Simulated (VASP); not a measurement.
# Al in VASP: relaxation of the atoms with LDA

Aim: the relaxation of the atoms of Al with LDA.

All numbers are computed with VASP 6.6.1; they aren't measurements. Logs are shortened: lines on timing, memory, paths and dates and some standing lists are left out, and cuts for length are marked.

### 1 The cell of the first run

The cell holds a slab with vacuum, 5 atoms: a = 2.817 Å, b = 3.983 Å, c = 21.633 Å, α = 90.00°, β = 90.00°, γ = 90.00°.

### 2 Relaxation of the atoms, LDA

INCAR reads:

```
PREC = Accurate
ENCUT = 520
EDIFF = 1E-6
ISMEAR = -1
SIGMA = 0.08
LREAL = F
LASPH = T
NELM = 60
ALGO = Normal
ISIF = 2
LWAVE = F
LCHARG = F
LDIPOL = T
IDIPOL = 3
DIPOL = 0.5 0.5 0.500
GGA = CA
IBRION = 2
NSW = 60
EDIFFG = -0.01
KPAR = 4
```

KPOINTS reads:

```
regular mesh
0
Gamma
  14 10 1
```

POSCAR reads:

```
Al
1.0
    2.8165331402      0.0000000000      0.0000000000
    0.0000000000      3.9831793658      0.0000000000
    0.0000000000      0.0000000000     21.6331000000
Al
5
Direct
    0.0000000000      0.0000000000      0.3698044600
    0.5000000000      0.5000000000      0.4349022298
    0.0000000000      0.0000000000      0.5000000000
    0.5000000000      0.5000000000      0.5650977702
    0.0000000000      0.0000000000      0.6301955400
```

Potentials or basis: VASP PAW LDA potentials, release 64 (Al).

Run with:

```sh
cat potpaw_LDA.64/Al/POTCAR > POTCAR
mpirun -np 4 vasp_std > vasp.out
```

OUTCAR:

```text
PREC = Accurate
   ENCUT = 520
   EDIFF = 1E-6
   ISMEAR = -1
   LREAL = F
   LASPH = T
   NELM = 60
   ISIF = 2
   GGA = CA
   IBRION = 2
   NSW = 60
   EDIFFG = -0.01

 ion  position               nearest neighbor table
   1  0.000  0.000  0.370-   3 2.82   2 2.82   2 2.82   2 2.82   2 2.82
   2  0.500  0.500  0.435-   1 2.82   1 2.82   1 2.82   1 2.82   3 2.82   3 2.82   3 2.82   3 2.82
                             4 2.82
   3  0.000  0.000  0.500-   1 2.82   5 2.82   4 2.82   2 2.82   2 2.82   4 2.82   2 2.82   4 2.82
                             2 2.82   4 2.82
   4  0.500  0.500  0.565-   5 2.82   5 2.82   5 2.82   5 2.82   3 2.82   3 2.82   3 2.82   3 2.82
                             2 2.82
   5  0.000  0.000  0.630-   3 2.82   4 2.82   4 2.82   4 2.82   4 2.82

  LATTYP: Found a simple orthorhombic cell.
 ALAT       =     2.8165331402
 B/A-ratio  =     1.4142135624
 C/A-ratio  =     7.6807546452

  Lattice vectors:

 A1 = (   2.8165331402,   0.0000000000,   0.0000000000)
 A2 = (   0.0000000000,   3.9831793658,   0.0000000000)
 A3 = (   0.0000000000,   0.0000000000,  21.6331000000)

Analysis of symmetry for initial positions (statically):
=====================================================================
 Subroutine PRICEL returns:
 Original cell was already a primitive cell.

 Routine SETGRP: Setting up the symmetry group for a
 simple orthorhombic supercell.

 Subroutine GETGRP returns: Found  8 space group operations
 (whereof  8 operations were pure point group operations)
 out of a pool of  8 trial point group operations.

The static configuration has the point symmetry D_2h.

Analysis of symmetry for dynamics (positions and initial velocities):
=====================================================================
 Subroutine PRICEL returns:
 Original cell was already a primitive cell.

 Routine SETGRP: Setting up the symmetry group for a
 simple orthorhombic supercell.

 Subroutine GETGRP returns: Found  8 space group operations
 (whereof  8 operations were pure point group operations)
 out of a pool of  8 trial point group operations.

The dynamic configuration has the point symmetry D_2h.

 Subroutine INISYM returns: Found  8 space group operations
 (whereof  8 operations are pure point group operations),
 and found     1 'primitive' translations

----------------------------------------------------------------------------------------

                                     Primitive cell
[... 153 lines left out ...]
  -------------------------------------------------------------------------------------
  Total       -2.0052358     -1.3724387     -1.1184368     -0.0000000      0.0000000      0.0000000
  in kB      -13.2377001     -9.0602476     -7.3834363     -0.0000000      0.0000000      0.0000000
  external PRESSURE =      -9.8937947 kB  Pullay stress =       0.0000000 kB
[... 26 lines left out ...]
--------------------------------------- Ionic step        2  -------------------------------------------

 number of electron      15.0000000 magnetization

 E-fermi :   0.0001     XC(G=0):  -4.4185

 val. band max:       -0.0286604946   @ k =   0.0714   0.5000   0.0000
 cond. band min:       0.0893952938   @ k =   0.0000   0.2000   0.0000
 fundamental gap:      0.1180557884
 Fermi energy:         0.0000977437

 k-point     1 :       0.0000    0.0000    0.0000
  band No.  band energies     occupation
      1     -10.8267      2.00000
      2      -9.0515      2.00000
      3      -6.4363      2.00000
      4      -3.5744      2.00000
      5      -2.4771      2.00000
      6      -1.0190      1.99999
      7      -0.8718      1.99996
      8      -0.8186      1.99993
      9       0.7891      0.00010
     10       1.7609      0.00000
     11       1.9406      0.00000
[... 477 lines left out ...]
--------------------------------------- Ionic step        6  -------------------------------------------

 number of electron      15.0000000 magnetization

 dipolmoment           0.000000      0.000000     -0.000000 electrons x Angstroem

------------------------ aborting loop because EDIFF is reached ----------------------------------------

  FORCE on cell =-STRESS in cart. coord.  units (eV):
  Direction    XX          YY          ZZ          XY          YZ          ZX
  --------------------------------------------------------------------------------------
  -------------------------------------------------------------------------------------
  Total       -1.5129347     -0.9016579      0.0852173      0.0000000      0.0000000      0.0000000
  in kB       -9.9877411     -5.9523555      0.5625675      0.0000000      0.0000000      0.0000000
  external PRESSURE =      -5.1258430 kB  Pullay stress =       0.0000000 kB
[... 26 lines left out ...]
--------------------------------------- Ionic step        7  -------------------------------------------

 number of electron      15.0000000 magnetization

 dipolmoment           0.000000      0.000000      0.000000 electrons x Angstroem

 Free energy of the ion-electron system (eV)
  ---------------------------------------------------
  ext. energy  EPLUGINS =         0.00000000
  ---------------------------------------------------
  free energy    TOTEN  =       -19.39019007 eV

  energy without entropy =      -19.35485593  energy(sigma->0) =      -19.37252300

 E-fermi :  -0.0150     XC(G=0):  -4.3761

 val. band max:       -0.0457532865   @ k =   0.0000   0.5000   0.0000
 cond. band min:      -0.0070894870   @ k =   0.2857   0.0000   0.0000
 fundamental gap:      0.0386637994
 Fermi energy:        -0.0150384595

 k-point     1 :       0.0000    0.0000    0.0000
  band No.  band energies     occupation
      1     -10.9376      2.00000
      2      -9.1623      2.00000
      3      -6.4098      2.00000
      4      -3.4977      2.00000
      5      -2.5958      2.00000
      6      -1.1081      2.00000
      7      -0.9594      1.99999
      8      -0.7715      1.99984
      9       0.6817      0.00033
     10       1.7632      0.00000
     11       2.0868      0.00000
[... 323 lines left out ...]
 [... further k-points ...]

------------------------ aborting loop because EDIFF is reached ----------------------------------------

 vacuum level on the upper side and lower side of the slab       (xc-potential included)        -0.008        -0.008

  FORCE on cell =-STRESS in cart. coord.  units (eV):
  Direction    XX          YY          ZZ          XY          YZ          ZX
  --------------------------------------------------------------------------------------
  -------------------------------------------------------------------------------------
  Total       -1.5203120     -0.9185802      0.0149196      0.0000000      0.0000000      0.0000000
  in kB      -10.0364428     -6.0640698      0.0984927      0.0000000      0.0000000      0.0000000
  external PRESSURE =      -5.3340066 kB  Pullay stress =       0.0000000 kB
[... 20 lines left out ...]
  FREE ENERGIE OF THE ION-ELECTRON SYSTEM (eV)
  ---------------------------------------------------
  free  energy   TOTEN  =       -19.3901900719 eV

  energy  without entropy=      -19.3548559278  energy(sigma->0) =      -19.37252300

 reached required accuracy - stopping structural energy minimisation

 vacuum level on the upper side and lower side of the slab         4.113         4.113
```

CONTCAR:

```text
Al
   1.00000000000000
     2.8165331401999998    0.0000000000000000    0.0000000000000000
     0.0000000000000000    3.9831793657999999    0.0000000000000000
     0.0000000000000000    0.0000000000000000   21.6330999999999989
  Al
     5
Direct
     0.0000000000000000    0.0000000000000000    0.3733498620268025
     0.5000000000000000    0.5000000000000000    0.4348288402572347
     0.0000000000000000    0.0000000000000000    0.5000000000000000
     0.5000000000000000    0.5000000000000000    0.5651711597427653
     0.0000000000000000    0.0000000000000000    0.6266501379731977

  0.00000000E+00  0.00000000E+00  0.00000000E+00
  0.00000000E+00  0.00000000E+00  0.00000000E+00
  0.00000000E+00  0.00000000E+00  0.00000000E+00
  0.00000000E+00  0.00000000E+00  0.00000000E+00
  0.00000000E+00  0.00000000E+00  0.00000000E+00
```

It took 2.3 min on 4 MPI ranks of AMD EPYC 7R43 (Zen 3), shared host; peak memory 0.3 GiB.

Results:

```
Free energy                  : -19.3902 eV
Energy gained by relaxing    : 3.7 meV/atom
Ionic steps                  : 7
Largest force after relaxing : 0.006 eV/Å
```

Forces in eV/Å, atoms in the order of the input:
```
Al   0.000  0.000 -0.006
Al   0.000  0.000  0.005
Al   0.000  0.000  0.000
Al   0.000  0.000 -0.005
Al   0.000  0.000  0.006
```

Step by step:
```csv
step,energy change (eV),largest force (eV/Å),pressure (GPa)
1,0.0000,0.2361,-0.99
2,-0.0054,0.1999,-0.93
3,-0.0152,0.0849,-0.75
4,-0.0163,0.0889,-0.66
5,-0.0175,0.0588,-0.61
6,-0.0183,0.0118,-0.51
7,-0.0183,0.0062,-0.53
```

Final structure:
```xyz
5
Lattice="2.8165 0.0000 0.0000 0.0000 3.9832 0.0000 0.0000 0.0000 21.6331" Properties=species:S:1:pos:R:3 pbc="T T T"
Al    0.0000    0.0000    8.0767
Al    1.4083    1.9916    9.4067
Al    0.0000    0.0000   10.8165
Al    1.4083    1.9916   12.2264
Al    0.0000    0.0000   13.5564
```
